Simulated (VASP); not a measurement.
The system is Au.

```xyz
1
Lattice="-1.6898 1.6898 1.6898 1.6898 -1.6898 1.6898 1.6898 1.6898 -1.6898" Properties=species:S:1:pos:R:3 pbc="T T T"
Au    0.0000    0.0000    0.0000
```

Base run:

```yaml
Program: VASP 6.6.1
Functional: PBEsol
Potentials_or_basis: VASP PAW PBE potentials, release 64 (Au)
Cutoff: 520 eV
k_mesh: 11 × 11 × 11
Occupations: fermi-dirac, width 0.05 eV
Spin: no spin polarisation
```

Its results: pressure -14.6 GPa.

Q: After a change of settings the same cell gave: pressure -10.1 GPa. Which change was it?
A. functional from PBEsol to r2SCAN
B. functional from PBEsol to PBE
C. functional from PBEsol to LDA; potentials or basis from VASP PAW PBE potentials, release 64 (Au) to VASP PAW LDA potentials, release 64 (Au)

A: A.

Caveats: the PAW data sets were made with another functional, which shifts forces and pressure a little.
